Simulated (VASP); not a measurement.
# Te (P3_121) in VASP: further runs

Runs on Te. Level: PBE. Tasks: single point.

All numbers are computed with VASP 6.6.1; they aren't measurements. Logs are shortened: lines on timing, memory, paths and dates and some standing lists are left out, and cuts for length are marked.

## 1. The cell of the first run

The structure is trigonal, space group P3_121 (No. 152). Conventional cell: a = 4.455 Å, b = 4.455 Å, c = 6.009 Å, α = 90.00°, β = 90.00°, γ = 120.00°. Within 3.8 Å of Te (site symmetry 2) lie 6 Te at 2.90 to 3.47 Å.

## 2. Single point, PBE (biaxial strain in the a-b plane: -1.5 %, then relaxed in part)

File INCAR:

```
  ALGO = Normal
  EDIFF = 1E-7
  ENCUT = 520
  GGA = PE
  ISIF = 2
  ISMEAR = 0
  LASPH = True
  LCHARG = True
  LELF = True
  LREAL = False
  LVHAR = True
  LWAVE = False
  NBANDS = 16
  NELM = 100
  PREC = Accurate
  SIGMA = 0.01
```

File KPOINTS:

```
k-points
0
Gamma
  12 12 6
```

File POSCAR:

```
Te
1.0
    4.4547687972      0.0000000000      0.0000000000
   -2.2273843986      3.8579429464      0.0000000000
    0.0000000000      0.0000000000      6.0087603105
Te
3
Direct
    0.7282783880      0.0000000000      0.3333333333
    0.0000000000      0.7282783880      0.6666666667
    0.2717216120      0.2717216120      0.0000000000
```

Potentials or basis: VASP PAW PBE potentials, release 64 (Te).

Launch:

```
cat potpaw_PBE.64/Te/POTCAR > POTCAR
mpirun -np 1 vasp_std > vasp.out
```

OUTCAR:

```text
EDIFF = 1E-7
   ENCUT = 520
   GGA = PE
   ISIF = 2
   ISMEAR = 0
   LASPH = True
   LREAL = False
   NELM = 100
   PREC = Accurate

 ion  position               nearest neighbor table
   1  0.728  0.000  0.333-   3 2.90   2 2.90   3 3.47   3 3.47   2 3.47   2 3.47
   2  0.000  0.728  0.667-   3 2.90   1 2.90   3 3.47   3 3.47   1 3.47   1 3.47
   3  0.272  0.272  0.000-   1 2.90   2 2.90   1 3.47   2 3.47   2 3.47   1 3.47

  LATTYP: Found a hexagonal cell.
 ALAT       =     4.4547687972
 C/A-ratio  =     1.3488377476

  Lattice vectors:

 A1 = (   4.4547687972,   0.0000000000,   0.0000000000)
 A2 = (  -2.2273843986,   3.8579429464,   0.0000000000)
 A3 = (   0.0000000000,   0.0000000000,   6.0087603105)

Analysis of symmetry for initial positions (statically):
=====================================================================
 Subroutine PRICEL returns:
 Original cell was already a primitive cell.

 Routine SETGRP: Setting up the symmetry group for a
 hexagonal supercell.

 Subroutine GETGRP returns: Found  6 space group operations
 (whereof  2 operations were pure point group operations)
 out of a pool of 24 trial point group operations.

The static configuration has the point symmetry C_2 .
 The point group associated with its full space group is D_3 .

Analysis of symmetry for dynamics (positions and initial velocities):
=====================================================================
 Subroutine PRICEL returns:
 Original cell was already a primitive cell.

 Routine SETGRP: Setting up the symmetry group for a
 hexagonal supercell.

 Subroutine GETGRP returns: Found  6 space group operations
 (whereof  2 operations were pure point group operations)
 out of a pool of 24 trial point group operations.

The dynamic configuration has the point symmetry C_2 .
 The point group associated with its full space group is D_3 .

 Subroutine INISYM returns: Found  6 space group operations
 (whereof  2 operations are pure point group operations),
 and found     1 'primitive' translations

----------------------------------------------------------------------------------------

                                     Primitive cell

  volume of cell :     103.2680

  direct lattice vectors                    reciprocal lattice vectors
     4.454768797  0.000000000  0.000000000     0.224478541  0.129602746  0.000000000
    -2.227384399  3.857942946  0.000000000     0.000000000  0.259205492  0.000000000
     0.000000000  0.000000000  6.008760310     0.000000000  0.000000000  0.166423679

  length of vectors
     4.454768797  4.454768797  6.008760310     0.259205492  0.259205492  0.166423679

  position of ions in fractional coordinates (direct lattice)
     0.728278388  0.000000000  0.333333333
     0.000000000  0.728278388  0.666666667
     0.271721612  0.271721612  0.000000000

  ion indices of the primitive-cell ions
   primitive index   ion index
                 1           1
                 2           2
                 3           3

----------------------------------------------------------------------------------------

 KPOINTS: k-points

Automatic generation of k-mesh.
 Grid dimensions read from file:
 generate k-points for:   12   12    6

 Generating k-lattice:

  Cartesian coordinates                     Fractional coordinates (reciprocal lattice)
     0.018706545  0.010800229  0.000000000     0.083333333  0.000000000  0.000000000
     0.000000000  0.021600458  0.000000000     0.000000000  0.083333333  0.000000000
     0.000000000  0.000000000  0.027737280     0.000000000  0.000000000  0.166666667

  Length of vectors
     0.021600458  0.021600458  0.027737280

  Shift w.r.t. Gamma in fractional coordinates (k-lattice)
     0.000000000  0.000000000  0.000000000

 Subroutine IBZKPT returns following result:
 ===========================================

 Found    100 irreducible k-points:

 Following reciprocal coordinates:
            Coordinates               Weight
  0.000000  0.000000  0.000000      1.000000
  0.083333  0.000000  0.000000      6.000000
  0.166667  0.000000  0.000000      6.000000
  0.250000 -0.000000  0.000000      6.000000
  0.333333 -0.000000  0.000000      6.000000
  0.416667 -0.000000  0.000000      6.000000
[... 16 lines left out ...]
  0.166667  0.000000  0.166667      6.000000
  0.000000  0.166667  0.166667      6.000000
 [... further k-points ...]
   k-points           NKPTS =    100   k-points in BZ     NKDIM =    100   number of bands    NBANDS=     16
   number of dos      NEDOS =    301   number of ions     NIONS =      3
   total plane-waves  NPLWV =  62208
   dimension x,y,z NGX =    36 NGY =   36 NGZ =   48
   dimension x,y,z NGXF=    72 NGYF=   72 NGZF=   96
   ions per type =               3
   NGX,Y,Z   is equivalent  to a cutoff of  13.43, 13.43, 13.28 a.u.
   NGXF,Y,Z  is equivalent  to a cutoff of  26.87, 26.87, 26.56 a.u.
 SYSTEM =  unknown system
   PREC   = accura    normal or accurate (medium, high low for compatibility)
   ISTART =      0    job   : 0-new  1-cont  2-samecut
   ICHARG =      2    charge: 1-file 2-atom 10-const
   ISPIN  =      1    spin polarized calculation?
   LNONCOLLINEAR =      F non collinear calculations
   LSORBIT =      F    spin-orbit coupling
   LASPH  =      T    aspherical Exc in radial PAW
   ENCUT  =  520.0 eV  38.22 Ry    6.18 a.u.   8.28  8.28 11.17*2*pi/ulx,y,z
   NELM   =    100;   NELMIN=  2; NELMDL= -5     # of ELM steps
   EDIFF  = 0.1E-06   stopping-criterion for ELM
   LREAL  =      F    real-space projection
   EDIFFG = 0.1E-05   stopping-criterion for IOM
   NSW    =      0    number of steps for IOM
   IBRION =     -1    ionic relax: 0-MD 1-quasi-New 2-CG
   NFREE  =      0    steps in history (QN), initial steepest desc. (CG)
   ISIF   =      2    stress and relaxation
   ISYM   =      2    0-nonsym 1-usesym 2-fastsym
   POTIM  = 0.5000    time-step for ionic-motion
   TEBEG  =    0.0;   TEEND  =   0.0 temperature during run
   PSTRESS=    0.0 pullay stress
   NELECT =      18.0000    total number of electrons
   NUPDOWN=      -1.0000    fix difference up-down
   EMIN   =  10.00;   EMAX   =-10.00  energy-range for DOS
   EFERMI =   0.00;   METHOD = LEGACY
   ISMEAR =     0;   SIGMA  =   0.01  broadening in eV -4-tet -1-fermi 0-gaus
   EFERMI_NEDOS =   21; number of points for ismear=-14 and -15
   IALGO  =     38    algorithm
   IMIX   =      4    mixing-type and parameters
     AMIX     =   0.40;   BMIX     =  1.00
     AMIX_MAG =   1.60;   BMIX_MAG =  1.00
  volume/ion in A,a.u.               =      34.42       232.30
  Fermi-wavevector in a.u.,A,eV,Ry     =   0.914486  1.728128 11.378343  0.836285
  Thomas-Fermi vector in A             =   2.039118
   LORBIT       =      0    0 simple, 1 ext, 2 COOP (PROOUT), +10 PAW based schemes
   GGA     = PE    functional components
   LHFCALC =     F    Hartree Fock is set to
   AEXX    =    0.0000 exact exchange contribution
   IVDW    =     0    specifies the selected vdW correction
   LEPSILON=     F    determine dielectric tensor
   LRPA    =     F    only Hartree local field effects (RPA)
 non-spin polarized calculation
 Gauss-broadening in eV      SIGMA  =   0.01
  energy-cutoff  :      520.00
  volume of cell :      103.27
 maximum number of plane-waves:      2804
 NGX is ok and might be reduce to    36
   NGX = 17   NGY = 17   NGZ = 23

 number of electron      18.0000000 magnetization

 Free energy of the ion-electron system (eV)
  ---------------------------------------------------
  ext. energy  EPLUGINS =         0.00000000
  ---------------------------------------------------
  free energy    TOTEN  =        -9.42906743 eV

  energy without entropy =       -9.42906743  energy(sigma->0) =       -9.42906743

 E-fermi :   5.7945     XC(G=0):  -9.0177

 val. band max:        5.7496137842   @ k =   0.3333   0.3333   0.5000
 cond. band min:       5.8587399792   @ k =   0.3333   0.3333   0.5000
 fundamental gap:      0.1091261950
 Fermi energy:         5.7945076727

 k-point     1 :       0.0000    0.0000    0.0000
  band No.  band energies     occupation
      1      -7.6969      2.00000
      2      -4.5209      2.00000
      3      -4.5209      2.00000
      4       2.8517      2.00000
      5       3.1070      2.00000
      6       3.1070      2.00000
[... 8 lines left out ...]
     15      11.7610      0.00000
     16      12.0452      0.00000

 k-point     2 :       0.0833    0.0000    0.0000
  band No.  band energies     occupation
      1      -7.6496      2.00000
      2      -4.5324      2.00000
      3      -4.5082      2.00000
      4       2.4268      2.00000
      5       2.8201      2.00000
      6       3.0127      2.00000
[... 8 lines left out ...]
     15      11.8547      0.00000
     16      12.0696      0.00000

 k-point     3 :       0.1667    0.0000    0.0000
  band No.  band energies     occupation
      1      -7.5108      2.00000
      2      -4.5810      2.00000
      3      -4.4715      2.00000
      4       1.7657      2.00000
      5       2.3806      2.00000
      6       2.7606      2.00000
[... 8 lines left out ...]
     15      11.9415      0.00000
     16      12.3425      0.00000

 k-point     4 :       0.2500   -0.0000    0.0000
  band No.  band energies     occupation
      1      -7.2919      2.00000
      2      -4.6979      2.00000
      3      -4.4171      2.00000
      4       1.2730      2.00000
      5       1.9662      2.00000
      6       2.4852      2.00000
[... 8 lines left out ...]
     15      12.2594      0.00000
     16      12.9247      0.00000
[... 324 lines left out ...]
 k-point    22 :       0.0000    0.0833    0.1667
  band No.  band energies     occupation
      1      -7.5537      2.00000
      2      -5.3880      2.00000
      3      -3.6457      2.00000
      4       2.3180      2.00000
      5       2.8488      2.00000
      6       3.1938      2.00000
[... 8 lines left out ...]
     15      11.4750      0.00000
     16      12.0250      0.00000

 k-point    23 :       0.1667    0.0000    0.1667
  band No.  band energies     occupation
      1      -7.4153      2.00000
      2      -5.3519      2.00000
      3      -3.7078      2.00000
      4       1.8600      2.00000
      5       2.0422      2.00000
      6       2.8367      2.00000
[... 8 lines left out ...]
     15      11.9018      0.00000
     16      12.3610      0.00000

 k-point    24 :       0.0000    0.1667    0.1667
  band No.  band energies     occupation
      1      -7.4185      2.00000
      2      -5.3203      2.00000
      3      -3.7684      2.00000
      4       1.8559      2.00000
      5       2.6091      2.00000
      6       2.8957      2.00000
[... 8 lines left out ...]
     15      11.5866      0.00000
     16      11.9819      0.00000

 [... further k-points ...]

------------------------ aborting loop because EDIFF is reached ----------------------------------------

  FORCE on cell =-STRESS in cart. coord.  units (eV):
  Direction    XX          YY          ZZ          XY          YZ          ZX
  --------------------------------------------------------------------------------------
  -------------------------------------------------------------------------------------
  Total        0.2359427      0.2359427      0.0061021      0.0000000      0.0000000      0.0000000
  in kB        3.6605921      3.6605921      0.0946727      0.0000000      0.0000000      0.0000000
  external PRESSURE =       2.4719523 kB  Pullay stress =       0.0000000 kB

 VOLUME and BASIS-vectors are now :
 -----------------------------------------------------------------------------
  energy-cutoff  :      520.00
  volume of cell :      103.27
      direct lattice vectors                 reciprocal lattice vectors
     4.454768797  0.000000000  0.000000000     0.224478541  0.129602746  0.000000000
    -2.227384399  3.857942946  0.000000000     0.000000000  0.259205492  0.000000000
     0.000000000  0.000000000  6.008760310     0.000000000  0.000000000  0.166423679

 POSITION                                       TOTAL-FORCE (eV/Angst)
 -----------------------------------------------------------------------------------
      3.24431      0.00000      2.00292        -0.008958     -0.000000     -0.000000
     -1.62216      2.80966      4.00584         0.004479     -0.007758      0.000000
      0.60523      1.04829      0.00000         0.004479      0.007758     -0.000000
 -----------------------------------------------------------------------------------
    total drift:                               -0.000000      0.000000      0.000000

  FREE ENERGIE OF THE ION-ELECTRON SYSTEM (eV)
  ---------------------------------------------------
  free  energy   TOTEN  =        -9.4290674301 eV

  energy  without entropy=       -9.4290674301  energy(sigma->0) =       -9.42906743
```

Run time: 3.5 min. Hardware: 1 thread of Oxide Virtual Turin-like, shared host; peak memory 0.27 GiB.

Results:

```
Free energy            : -9.4291 eV
Pressure               : 0.2 GPa
Largest force          : 0.009 eV/Å
Band gap on the k mesh : 0.11 eV, direct
```

Forces on the atoms (eV/Å):
```
Te  -0.009  0.000  0.000
Te   0.004 -0.008  0.000
Te   0.004  0.008  0.000
```

Caveat: the cell differs from its parent crystal (biaxial strain in the a-b plane: -1.5 %, then relaxed in part); spin-orbit coupling is left out, which moves the levels of the heavy elements. A k mesh can miss the band edges.

## 3. Single point, PBE (biaxial strain in the a-b plane: -1.5 %)

File INCAR:

```
SYSTEM = Te
PREC = Accurate
ENCUT = 520
EDIFF = 1E-7
ISMEAR = 0
SIGMA = 0.01
LREAL = .False.
LASPH = .True.
NELM = 80
ALGO = Normal
ISIF = 2
LWAVE = .False.
LCHARG = .False.
GGA = PE
NBANDS = 16
```

File KPOINTS:

```
regular mesh
0
Gamma
  12 12 6
  0 0 0
```

File POSCAR:

```
Te
1.0
    4.4547687972      0.0000000000      0.0000000000
   -2.2273843986      3.8579429464      0.0000000000
    0.0000000000      0.0000000000      6.0090686290
Te
3
Direct
    0.7321941308      0.0000000000      0.3333333333
    0.0000000000      0.7321941308      0.6666666667
    0.2678058692      0.2678058692      0.0000000000
```

Potentials or basis: VASP PAW PBE potentials, release 64 (Te).

Launch:

```
cat potpaw_PBE.64/Te/POTCAR > POTCAR
mpirun -np 1 vasp_std > vasp.out
```

It took 3.8 min on 1 thread of Oxide Virtual Turin-like, shared host; peak memory 0.27 GiB.

The run converged. Its results:

```
Free energy            : -9.4262 eV
Pressure               : 0.6 GPa
Largest force          : 0.106 eV/Å
Band gap on the k mesh : 0.10 eV, direct
```

Forces in eV/Å, atoms in the order of the input:
```
Te  -0.106  0.000  0.000
Te   0.053 -0.092  0.000
Te   0.053  0.092  0.000
```

Stress tensor (GPa, compression positive):
```
0.73 0.00 0.00
0.00 0.73 0.00
0.00 0.00 0.46
```

Levels at points of the mesh, in eV from the valence-band top:
```tsv
k point	band 5	band 6	band 7	band 8	band 9	band 10	band 11	band 12	band 13	band 14
(0.00, 0.00, 0.00)	-2.67	-2.67	-1.57	-1.57	-0.75	1.01	1.01	1.68	5.00	5.00
(0.50, 0.00, 0.00)	-4.31	-3.45	-3.45	-0.99	-0.77	0.86	0.95	3.04	3.63	7.41
(0.00, 0.00, 0.50)	-2.54	-2.54	-1.25	-0.94	-0.94	0.53	0.58	0.58	4.05	5.37
(0.50, 0.00, 0.50)	-3.58	-3.53	-2.35	-2.04	-0.24	0.69	1.90	2.56	4.55	5.25
```

Caveat: the cell differs from its parent crystal (biaxial strain in the a-b plane: -1.5 %); spin-orbit coupling is left out, which moves the levels of the heavy elements. A k mesh can miss the band edges.
